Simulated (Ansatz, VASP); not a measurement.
SiGeW3: VASP beside Ansatz

```
Si Ge W
1.0
     4.49870    0.00000    0.00000
     0.00000    4.49870    0.00000
     0.00000    0.00000    4.49870
Si Ge W
1 1 3
Cartesian
  2.2494 2.2494 2.2494
  0.0000 0.0000 0.0000
  0.0000 2.2494 2.2494
  2.2494 0.0000 2.2494
  2.2494 2.2494 0.0000
```

Change from the starting cell: species swapped into the DyBPd3 type (Pm-3m, No. 221).

Alike in both runs: task relaxation of cell and atoms; functional PBE; k mesh 8 × 8 × 8; occupations gaussian, width 0.1 eV; no spin polarisation.

|  | VASP | Ansatz |
| --- | --- | --- |
| version | VASP 6.6.1 | Ansatz 0.2.0 |
| potentials or method | VASP PAW PBE potentials, release 64 (Si, Ge_d, W_sv), cutoff 600 eV | scalar-relativistic, plane waves, PAW |
| valence electrons in the cell | 60 | 60 |

Ansatz gave:

```
gap on the k mesh at the Fermi level, each at its own relaxed structure (eV) : none
relaxed volume (Å³/atom)                                                     : 18.24
relaxed cell length with the largest relative difference (Å)                 : 4.501
```

**Question.** What did VASP give for the same quantities?

**Answer.** gap on the k mesh at the Fermi level, each at its own relaxed structure (eV): none; relaxed volume (Å³/atom): 18.26; relaxed cell length with the largest relative difference (Å): 4.503.

A gap of «none» marks a metal or a gap that the smearing closes.

Spin-orbit coupling is off throughout.
